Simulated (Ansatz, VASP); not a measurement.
## Two plane-wave programs on MgI2

```xyz
3
Lattice="4.1537 -0.0415 -0.0415 -2.1128 3.6180 -0.0152 -0.0686 -0.0686 6.8620" Properties=species:S:1:pos:R:3 pbc="T T T"
Mg    0.0000    0.0000    0.0000
I    -0.0760    2.3462    5.1749
I     2.0482    1.1617    1.6304
```

Change from the starting cell: equal xy, yz and zx shear strains of -2 %, PAW files.

Alike in both runs: task electric field gradients; functional PBEsol; k mesh 7 × 7 × 4; occupations fermi-dirac, width 0.03 eV; no spin polarisation.

```csv
,VASP,Ansatz
version,VASP 6.6.1,Ansatz 0.2.0
potentials or method,"VASP PAW PBE potentials, release 64 (Mg, I)","PAW with Ansatz's default frozen-core files, scalar-relativistic"
plane-wave cutoff (eV),520,420
valence electrons in the cell,16,44
```

```csv
,VASP,Ansatz,Ansatz less VASP
gap on the k mesh at the Fermi level (eV),3.43,3.44,+0.014
pressure (GPa),-0.1,-0.1,+0.02
"traceless stress, the component that is largest in VASP (GPa)",0.39,0.39,0.000
rms of the force components (eV/Å),0.043,0.042,-0.0006
size of Vzz on the site where it differs most (V/Å²),49.6,51.0,+1.45
```

VASP's potentials were made for PBE, not for PBEsol. Atom by atom the forces differ by 0.002 eV/Å (rms over components). VASP's potentials hold 16 valence electrons a cell and Ansatz's 44, so a difference there can come from the potentials and not from the codes.

Spin-orbit coupling is off throughout.
